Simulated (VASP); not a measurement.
BaS:

```
Ba S
1.0
     3.19375    3.19375    0.00000
    -3.19375    3.19375    0.00000
     0.00000    3.19375    3.19375
Ba S
1 1
Direct
  0.00000 0.00000 0.00000
  0.50000 0.50000 0.00000
```

- Program: VASP 6.6.1
- Task: relaxation of cell and atoms
- Functional: r2SCAN
- Potentials or basis: VASP PAW PBE potentials, release 64 (Ba_sv, S)
- Cutoff: 600 eV
- k mesh: 10 × 10 × 10
- Occupations: fermi-dirac, width 0.08 eV
- Spin: no spin polarisation

At the start: pressure 1.4 GPa; volume 32.58 Å³/atom.

Question: How do energy, volume and symmetry change on relaxing?

Answer: Over 3 steps the energy falls by 4.2 meV/atom and the volume is 33.56 Å³/atom (+3.0 %); space group Fm-3m (No. 225, to 0.1 Å) before and after.

The path:
```tsv
step	energy change (eV)	largest force (eV/Å)	pressure (GPa)	volume (Å³)
1	0.0000	0.0000	1.42	65.15
2	-0.0073	0.0000	-0.50	67.91
3	-0.0085	0.0000	0.00	67.13
```

Final structure:
```xyz
2
Lattice="3.2257 3.2257 0.0000 -3.2257 3.2257 0.0000 0.0000 3.2257 3.2257" Properties=species:S:1:pos:R:3 pbc="T T T"
Ba    0.0000    0.0000    0.0000
S     0.0000    6.4514    3.2257
```

Caveat: the PAW data sets were made with another functional, which shifts forces and pressure a little.
